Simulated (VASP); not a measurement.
# In: single point with LDA

Crystal: In.

```
In
1.0
     2.35783    0.00000    0.00000
     0.00000    2.35783    0.00000
     0.00000    0.00000    2.35783
In
1
Direct
  0.00000 0.00000 0.00000
```

This cell differs from its parent crystal: volume scaled by 0.5.

```
Program             : VASP 6.6.1
Task                : single point
Functional          : LDA
Potentials or basis : VASP PAW LDA potentials, release 64 (In_d)
Cutoff              : 520 eV
k mesh              : 14 × 14 × 14
Occupations         : fermi-dirac, width 0.05 eV
Spin                : no spin polarisation
```

* Pressure: 192.2 GPa

Levels at points of the mesh, in eV from the Fermi level:
| k point | band 4 | band 5 | band 6 | band 7 | band 8 | band 9 |
| --- | --- | --- | --- | --- | --- | --- |
| (0.00, 0.00, 0.00) | -15.17 | -15.17 | -15.17 | 10.86 | 10.86 | 10.86 |
| (0.50, 0.00, 0.00) | -16.43 | -15.05 | -8.28 | -5.97 | 13.46 | 16.45 |
| (0.50, 0.50, 0.00) | -16.22 | -14.13 | -2.48 | -2.48 | 2.98 | 4.64 |
| (0.50, 0.50, 0.50) | -14.05 | -14.05 | 3.75 | 3.75 | 3.75 | 5.64 |

Wall time 10 s on 1 thread of AMD EPYC 7R13 Processor (Zen 3) (shared host), peak memory 0.1 GiB.

Caveat: spin-orbit coupling is left out, which moves the levels of the heavy elements.
